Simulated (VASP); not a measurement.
# Ti3Si2 (P6_3/m) in VASP: notebook

Runs on Ti3Si2. Level: PBE. Tasks: single point, relaxation of cell and atoms.

All numbers are computed with VASP 6.6.1; they aren't measurements. Logs are shortened: lines on timing, memory, paths and dates and some standing lists are left out, and cuts for length are marked.

**1. The cell of the first run**

The structure is hexagonal, space group P6_3/m (No. 176). Conventional cell: a = 6.534 Å, b = 6.534 Å, c = 4.425 Å, α = 90.00°, β = 90.00°, γ = 120.00°. Ti (site symmetry m) has 5 Si at 2.61 to 2.75 Å and 8 Ti at 2.82 to 3.24 Å within 3.4 Å. Within 3.5 Å of Si (site symmetry -6) lie 9 Ti at 2.65 to 2.75 Å. Si (site symmetry -3) has 2 Si at 2.21 Å and 6 Ti at 2.61 Å within 2.9 Å.

The cell was built from a structure type or drawn by symmetry, and may not be a known phase.

**2. Single point, PBE**

INCAR

```
SYSTEM = Ti3Si2
ALGO     = Normal         ! electronic algorithm
EDIFF    = 1E-6           ! SCF threshold, eV
ENCUT    = 520            ! plane-wave cutoff, eV
GGA      = PE             ! functional
ISIF     = 2              ! what is computed and relaxed
ISMEAR   = 0              ! smearing method
LASPH    = .TRUE.         ! aspherical terms in the spheres
LCHARG   = .FALSE.        ! write CHGCAR
LREAL    = .FALSE.        ! projectors in reciprocal space
LWAVE    = .FALSE.        ! write WAVECAR
NBANDS   = 55             ! bands
NELM     = 60             ! most SCF steps
PREC     = Accurate       ! precision mode
SIGMA    = 0.1            ! smearing width, eV
```

KPOINTS

```
k-points
0
G
  3 3 4
  0 0 0
```

POSCAR

```
Ti3Si2
1.0
    6.5340791932      0.0000000028      0.0000000000
   -3.2670395990      5.6586785702      0.0000000000
    0.0000000000      0.0000000000      4.4252127406
Ti Si
6 4
Direct
    0.8974862523      0.5971862914      0.7500000000
    0.1025137477      0.4028137086      0.2500000000
    0.6997000391      0.1025137477      0.7500000000
    0.3002999609      0.8974862523      0.2500000000
    0.4028137086      0.3002999609      0.7500000000
    0.5971862914      0.6997000391      0.2500000000
    0.3333333333      0.6666666667      0.7500000000
    0.6666666667      0.3333333333      0.2500000000
    0.0000000000      0.0000000000      0.0000000000
    0.0000000000      0.0000000000      0.5000000000
```

Potentials or basis: VASP PAW PBE potentials, release 64 (Ti_sv, Si).

Started as:

```console
cat potpaw_PBE.64/Ti_sv/POTCAR potpaw_PBE.64/Si/POTCAR > POTCAR
mpirun -np 1 vasp_std > vasp.out
```

OUTCAR:

```text
SYSTEM = Ti3Si2
   EDIFF = 1E-6
   ENCUT = 520
   GGA = PE
   ISIF = 2
   ISMEAR = 0
   LASPH = .TRUE.
   LREAL = .FALSE.
   NELM = 60
   PREC = Accurate

 ion  position               nearest neighbor table
   1  0.897  0.597  0.750-   9 2.61  10 2.61   7 2.65   8 2.75   8 2.75   3 2.82   5 2.82
   2  0.103  0.403  0.250-   9 2.61  10 2.61   8 2.65   7 2.75   7 2.75   4 2.82   6 2.82
   3  0.700  0.103  0.750-   9 2.61  10 2.61   7 2.65   8 2.75   8 2.75   1 2.82   5 2.82
   4  0.300  0.897  0.250-   9 2.61  10 2.61   8 2.65   7 2.75   7 2.75   2 2.82   6 2.82
   5  0.403  0.300  0.750-   9 2.61  10 2.61   7 2.65   8 2.75   8 2.75   3 2.82   1 2.82
   6  0.597  0.700  0.250-   9 2.61  10 2.61   8 2.65   7 2.75   7 2.75   4 2.82   2 2.82
   7  0.333  0.667  0.750-   1 2.65   3 2.65   5 2.65   4 2.75   4 2.75   2 2.75   2 2.75   6 2.75
                             6 2.75
   8  0.667  0.333  0.250-   2 2.65   4 2.65   6 2.65   3 2.75   3 2.75   1 2.75   1 2.75   5 2.75
                             5 2.75
   9  0.000  0.000  0.000-  10 2.21  10 2.21   1 2.61   2 2.61   5 2.61   6 2.61   3 2.61   4 2.61

  10  0.000  0.000  0.500-   9 2.21   9 2.21   1 2.61   2 2.61   5 2.61   6 2.61   3 2.61   4 2.61

  LATTYP: Found a hexagonal cell.
 ALAT       =     6.5340791932
 C/A-ratio  =     0.6772511642

  Lattice vectors:

 A1 = (   6.5340791932,   0.0000000028,   0.0000000000)
 A2 = (  -3.2670395990,   5.6586785702,   0.0000000000)
 A3 = (   0.0000000000,   0.0000000000,   4.4252127406)

Analysis of symmetry for initial positions (statically):
=====================================================================
 Subroutine PRICEL returns:
 Original cell was already a primitive cell.

 Routine SETGRP: Setting up the symmetry group for a
 hexagonal supercell.

 Subroutine GETGRP returns: Found 12 space group operations
 (whereof  6 operations were pure point group operations)
 out of a pool of 24 trial point group operations.

The static configuration has the point symmetry S_6 .
 The point group associated with its full space group is C_6h.

Analysis of symmetry for dynamics (positions and initial velocities):
=====================================================================
 Subroutine PRICEL returns:
 Original cell was already a primitive cell.

 Routine SETGRP: Setting up the symmetry group for a
 hexagonal supercell.

 Subroutine GETGRP returns: Found 12 space group operations
 (whereof  6 operations were pure point group operations)
 out of a pool of 24 trial point group operations.

The dynamic configuration has the point symmetry S_6 .
 The point group associated with its full space group is C_6h.

 Subroutine INISYM returns: Found 12 space group operations
 (whereof  6 operations are pure point group operations),
 and found     1 'primitive' translations

----------------------------------------------------------------------------------------

                                     Primitive cell

  volume of cell :     163.6189

  direct lattice vectors                    reciprocal lattice vectors
     6.534079193  0.000000003  0.000000000     0.153043753  0.088359852  0.000000000
    -3.267039599  5.658678570  0.000000000    -0.000000000  0.176719704  0.000000000
     0.000000000  0.000000000  4.425212741     0.000000000  0.000000000  0.225977836

  length of vectors
     6.534079193  6.534079193  4.425212741     0.176719704  0.176719704  0.225977836

  position of ions in fractional coordinates (direct lattice)
     0.897486252  0.597186291  0.750000000
     0.102513748  0.402813709  0.250000000
     0.699700039  0.102513748  0.750000000
     0.300299961  0.897486252  0.250000000
     0.402813709  0.300299961  0.750000000
     0.597186291  0.699700039  0.250000000
     0.333333333  0.666666667  0.750000000
     0.666666667  0.333333333  0.250000000
     0.000000000  0.000000000  0.000000000
     0.000000000  0.000000000  0.500000000

  ion indices of the primitive-cell ions
   primitive index   ion index
                 1           1
                 2           2
                 3           3
                 4           4
                 5           5
                 6           6
                 7           7
                 8           8
                 9           9
                10          10

----------------------------------------------------------------------------------------

 KPOINTS: k-points

Automatic generation of k-mesh.
 Grid dimensions read from file:
 generate k-points for:    3    3    4

 Generating k-lattice:

  Cartesian coordinates                     Fractional coordinates (reciprocal lattice)
     0.051014584  0.029453284  0.000000000     0.333333333  0.000000000  0.000000000
    -0.000000000  0.058906568  0.000000000    -0.000000000  0.333333333  0.000000000
     0.000000000  0.000000000  0.056494459     0.000000000  0.000000000  0.250000000

  Length of vectors
     0.058906568  0.058906568  0.056494459

  Shift w.r.t. Gamma in fractional coordinates (k-lattice)
     0.000000000  0.000000000  0.000000000

 Subroutine IBZKPT returns following result:
 ===========================================

 Found      9 irreducible k-points:

 Following reciprocal coordinates:
            Coordinates               Weight
  0.000000  0.000000  0.000000      1.000000
  0.333333  0.000000  0.000000      6.000000
  0.333333  0.333333  0.000000      2.000000
  0.000000  0.000000  0.250000      2.000000
  0.333333  0.000000  0.250000     12.000000
  0.333333  0.333333  0.250000      4.000000
  0.000000  0.000000  0.500000      1.000000
  0.333333  0.000000  0.500000      6.000000
  0.333333  0.333333  0.500000      2.000000
   k-points           NKPTS =      9   k-points in BZ     NKDIM =      9   number of bands    NBANDS=     55
   number of dos      NEDOS =    301   number of ions     NIONS =     10
   total plane-waves  NPLWV =  90000
   dimension x,y,z NGX =    50 NGY =   50 NGZ =   36
   dimension x,y,z NGXF=   100 NGYF=  100 NGZF=   72
   ions per type =               6   4
   NGX,Y,Z   is equivalent  to a cutoff of  12.72, 12.72, 13.52 a.u.
   NGXF,Y,Z  is equivalent  to a cutoff of  25.44, 25.44, 27.05 a.u.
 SYSTEM =  Ti3Si2
   PREC   = accura    normal or accurate (medium, high low for compatibility)
   ISTART =      0    job   : 0-new  1-cont  2-samecut
   ICHARG =      2    charge: 1-file 2-atom 10-const
   ISPIN  =      1    spin polarized calculation?
   LNONCOLLINEAR =      F non collinear calculations
   LSORBIT =      F    spin-orbit coupling
   LASPH  =      T    aspherical Exc in radial PAW
   ENCUT  =  520.0 eV  38.22 Ry    6.18 a.u.  12.15 12.15  8.23*2*pi/ulx,y,z
   NELM   =     60;   NELMIN=  2; NELMDL= -5     # of ELM steps
   EDIFF  = 0.1E-05   stopping-criterion for ELM
   LREAL  =      F    real-space projection
   EDIFFG = 0.1E-04   stopping-criterion for IOM
   NSW    =      0    number of steps for IOM
   IBRION =     -1    ionic relax: 0-MD 1-quasi-New 2-CG
   NFREE  =      0    steps in history (QN), initial steepest desc. (CG)
   ISIF   =      2    stress and relaxation
   ISYM   =      2    0-nonsym 1-usesym 2-fastsym
   POTIM  = 0.5000    time-step for ionic-motion
   TEBEG  =    0.0;   TEEND  =   0.0 temperature during run
   PSTRESS=    0.0 pullay stress
   NELECT =      88.0000    total number of electrons
   NUPDOWN=      -1.0000    fix difference up-down
   EMIN   =  10.00;   EMAX   =-10.00  energy-range for DOS
   EFERMI =   0.00;   METHOD = LEGACY
   ISMEAR =     0;   SIGMA  =   0.10  broadening in eV -4-tet -1-fermi 0-gaus
   EFERMI_NEDOS =   21; number of points for ismear=-14 and -15
   IALGO  =     38    algorithm
   IMIX   =      4    mixing-type and parameters
     AMIX     =   0.40;   BMIX     =  1.00
     AMIX_MAG =   1.60;   BMIX_MAG =  1.00
  volume/ion in A,a.u.               =      16.36       110.42
  Fermi-wavevector in a.u.,A,eV,Ry     =   1.331347  2.515881 24.116113  1.772484
  Thomas-Fermi vector in A             =   2.460365
   LORBIT       =      0    0 simple, 1 ext, 2 COOP (PROOUT), +10 PAW based schemes
   GGA     = PE    functional components
   LHFCALC =     F    Hartree Fock is set to
   AEXX    =    0.0000 exact exchange contribution
   IVDW    =     0    specifies the selected vdW correction
   LEPSILON=     F    determine dielectric tensor
   LRPA    =     F    only Hartree local field effects (RPA)
 non-spin polarized calculation
 Gauss-broadening in eV      SIGMA  =   0.10
  energy-cutoff  :      520.00
  volume of cell :      163.62
 maximum number of plane-waves:      4422
 NGX is ok and might be reduce to    50
   NGX = 25   NGY = 25   NGZ = 17

 number of electron      87.9999999 magnetization

 Free energy of the ion-electron system (eV)
  ---------------------------------------------------
  ext. energy  EPLUGINS =         0.00000000
  ---------------------------------------------------
  free energy    TOTEN  =       -72.61540251 eV

  energy without entropy =      -72.56543400  energy(sigma->0) =      -72.59041825

 E-fermi :   8.3898     XC(G=0): -11.2726

 val. band max:        8.3732153142   @ k =   0.3333   0.0000   0.5000
 cond. band min:       8.4270528407   @ k =   0.3333   0.3333   0.2500
 fundamental gap:      0.0538375265
 Fermi energy:         8.3897503330

 k-point     1 :       0.0000    0.0000    0.0000
  band No.  band energies     occupation
      1     -48.2944      2.00000
      2     -48.2579      2.00000
      3     -48.2343      2.00000
      4     -48.2343      2.00000
      5     -48.2305      2.00000
      6     -48.2305      2.00000
[... 47 lines left out ...]
     54      10.4580      0.00000
     55      10.4589      0.00000

 k-point     2 :       0.3333    0.0000    0.0000
  band No.  band energies     occupation
      1     -48.2878      2.00000
      2     -48.2679      2.00000
      3     -48.2385      2.00000
      4     -48.2354      2.00000
      5     -48.2261      2.00000
      6     -48.2261      2.00000
[... 398 lines left out ...]
 k-point     9 :       0.3333    0.3333    0.5000
  band No.  band energies     occupation
      1     -48.2756      2.00000
      2     -48.2756      2.00000
      3     -48.2327      2.00000
      4     -48.2327      2.00000
      5     -48.2324      2.00000
      6     -48.2324      2.00000
[... 47 lines left out ...]
     54       9.9234      0.00000
     55      10.4019      0.00000

------------------------ aborting loop because EDIFF is reached ----------------------------------------

  FORCE on cell =-STRESS in cart. coord.  units (eV):
  Direction    XX          YY          ZZ          XY          YZ          ZX
  --------------------------------------------------------------------------------------
  -------------------------------------------------------------------------------------
  Total       -0.3196691     -0.3196691      0.0913034     -0.0000006      0.0000000      0.0000000
  in kB       -3.1302400     -3.1302400      0.8940547     -0.0000063      0.0000000      0.0000000
  external PRESSURE =      -1.7888085 kB  Pullay stress =       0.0000000 kB

 VOLUME and BASIS-vectors are now :
 -----------------------------------------------------------------------------
  energy-cutoff  :      520.00
  volume of cell :      163.62
      direct lattice vectors                 reciprocal lattice vectors
     6.534079193  0.000000003  0.000000000     0.153043753  0.088359852  0.000000000
    -3.267039599  5.658678570  0.000000000    -0.000000000  0.176719704  0.000000000
     0.000000000  0.000000000  4.425212741     0.000000000  0.000000000  0.225977836

 POSITION                                       TOTAL-FORCE (eV/Angst)
 -----------------------------------------------------------------------------------
      3.91321      3.37929      3.31891         0.005407      0.001268     -0.000000
     -0.64618      2.27939      1.10630        -0.005407     -0.001268     -0.000000
      4.23698      0.58009      3.31891        -0.001605     -0.005317     -0.000000
     -0.96994      5.07859      1.10630         0.001605      0.005317     -0.000000
      1.65092      1.69930      3.31891        -0.003802      0.004049     -0.000000
      1.61611      3.95938      1.10630         0.003802     -0.004049     -0.000000
     -0.00000      3.77245      3.31891         0.000000     -0.000000      0.000000
      3.26704      1.88623      1.10630         0.000000     -0.000000      0.000000
      0.00000      0.00000      0.00000         0.000000     -0.000000     -0.000000
      0.00000      0.00000      2.21261         0.000000     -0.000000     -0.000000
 -----------------------------------------------------------------------------------
    total drift:                                0.000000     -0.000000      0.000000

  FREE ENERGIE OF THE ION-ELECTRON SYSTEM (eV)
  ---------------------------------------------------
  free  energy   TOTEN  =       -72.6154025056 eV

  energy  without entropy=      -72.5654339986  energy(sigma->0) =      -72.59041825
```

It took 52 s on 1 thread of AMD EPYC 9R45 (Zen 5), shared host; peak memory 0.27 GiB.

What came out:

- Free energy: -72.6154 eV
- Pressure: -0.2 GPa
- Largest force: 0.006 eV/Å
- Band gap on the k mesh: zero (bands 44 and 45 overlap by 0.25 eV)

Forces in eV/Å, atoms in the order of the input:
```
Ti   0.005  0.001  0.000
Ti  -0.005 -0.001  0.000
Ti  -0.002 -0.005  0.000
Ti   0.002  0.005  0.000
Ti  -0.004  0.004  0.000
Ti   0.004 -0.004  0.000
Si   0.000  0.000  0.000
Si   0.000  0.000  0.000
Si   0.000  0.000  0.000
Si   0.000  0.000  0.000
```

Levels at points of the mesh, in eV from the Fermi level:
```tsv
k point	band 42	band 43	band 44	band 45	band 46	band 47
(0.00, 0.00, 0.00)	-0.55	-0.34	-0.18	-0.18	-0.14	-0.14
(0.00, 0.00, 0.50)	-0.40	-0.18	-0.18	0.64	0.64	0.85
```

Caveat: the k points lie up to 0.37 Å⁻¹ apart.

**3. Single point, PBE**

This run uses another cell than the first one, of 16.96 Å³/atom.

INCAR

```
PREC = Accurate
ENCUT = 520
EDIFF = 1E-7
ISMEAR = 0
SIGMA = 0.1
LREAL = F
LASPH = T
NELM = 60
ALGO = Normal
ISIF = 2
LWAVE = F
LCHARG = F
GGA = PE
NBANDS = 55
```

KPOINTS

```
regular mesh
0
Gamma
  3 3 4
```

POSCAR

```
Ti3Si2
1.0
    6.7946779900      0.0000000000      0.0000000000
   -3.3973390000      5.8843637500      0.0000000000
    0.0000000000      0.0000000000      4.2427434200
Ti Si
6 4
Direct
    0.9212909600      0.6165569700      0.7500000000
    0.0787090400      0.3834430300      0.2500000000
    0.6952660100      0.0787090400      0.7500000000
    0.3047339900      0.9212909600      0.2500000000
    0.3834430300      0.3047339900      0.7500000000
    0.6165569700      0.6952660100      0.2500000000
    0.3333333300      0.6666666700      0.7500000000
    0.6666666700      0.3333333300      0.2500000000
    0.0000000000      0.0000000000      0.0000000000
    0.0000000000      0.0000000000      0.5000000000
```

Potentials or basis: VASP PAW PBE potentials, release 64 (Ti_sv, Si).

Started as:

```console
cat potpaw_PBE.64/Ti_sv/POTCAR potpaw_PBE.64/Si/POTCAR > POTCAR
mpirun -np 1 vasp_std > vasp.out
```

Wall time 59 s (1 thread of AMD EPYC 9R45 (Zen 5), shared host); peak memory 0.28 GiB.

It converged, with:

| Property | Result |
| --- | --- |
| Free energy | -71.9418 eV |
| Pressure | -2.4 GPa |
| Largest force | 0.765 eV/Å |
| Band gap on the k mesh | zero (bands 44 and 45 overlap by 0.35 eV) |

Forces in eV/Å, atoms in the order of the input:
```
Ti  -0.261 -0.719  0.000
Ti   0.261  0.719  0.000
Ti  -0.492  0.586  0.000
Ti   0.492 -0.586  0.000
Ti   0.754  0.133  0.000
Ti  -0.754 -0.133  0.000
Si   0.000  0.000  0.000
Si   0.000  0.000  0.000
Si   0.000  0.000  0.000
Si   0.000  0.000  0.000
```

Stress tensor (GPa, compression positive):
```
-5.40  0.00  0.00
 0.00 -5.40  0.00
 0.00  0.00  3.45
```

Levels at points of the mesh, in eV from the Fermi level:
| k point | band 42 | band 43 | band 44 | band 45 | band 46 | band 47 |
| --- | --- | --- | --- | --- | --- | --- |
| (0.00, 0.00, 0.00) | -0.33 | -0.32 | -0.32 | -0.27 | -0.27 | -0.01 |
| (0.00, 0.00, 0.50) | -0.67 | 0.09 | 0.09 | 0.54 | 0.54 | 0.68 |

Caveat: the k points lie up to 0.37 Å⁻¹ apart.

[end of part 1 of 2]
